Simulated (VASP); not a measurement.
Write the native input for VASP 6.6.1 that does the following.

```
Task                   : single point
Functional             : PBE
Potentials or basis    : VASP PAW PBE potentials, release 64 (Zn)
Cutoff                 : 520 eV
k mesh                 : 7 × 7 × 7
Occupations            : fermi-dirac, width 0.05 eV
Spin                   : no spin polarisation
Dipole correction      : no
Further INCAR settings : ALGO = Normal; EDIFF = 1e-07; NBANDS = 19
```

The structure of Zn lies in POSCAR:

```
Zn
1.0
    0.0000000000      2.7910551286      2.7910551286
    2.7910551286      0.0000000000      2.7910551286
    2.7910551286      2.7910551286      0.0000000000
Zn
2
Direct
    0.0000000000      0.0000000000      0.0000000000
    0.2500000000      0.2500000000      0.2500000000
```

One way to write it, as run:

INCAR

```
SYSTEM = Zn
ALGO = Normal ; EDIFF = 1E-7
ENCUT = 520 ; GGA = PE
ISIF = 2 ; ISMEAR = -1
LASPH = .TRUE. ; LCHARG = .FALSE.
LREAL = .FALSE. ; LWAVE = .FALSE.
NBANDS = 19 ; NELM = 80
PREC = Accurate ; SIGMA = 0.05
```

KPOINTS

```
k-points
0
G
  7 7 7
  0 0 0
```

Potentials or basis: VASP PAW PBE potentials, release 64 (Zn).

Launch:

```sh
$ cat potpaw_PBE.64/Zn/POTCAR > POTCAR
$ mpirun -np 1 vasp_std > vasp.out
```

It gave:

The pressure is 5.3 GPa. The band gap on the k mesh is zero (band 12 reaches 6.60 eV, above the bottom of band 13 at 0.11 eV).

It took 9.7 s on 1 thread of Intel(R) Xeon(R) 6975P-C (Granite Rapids), with other jobs on the host, peak memory 0.15 GiB.
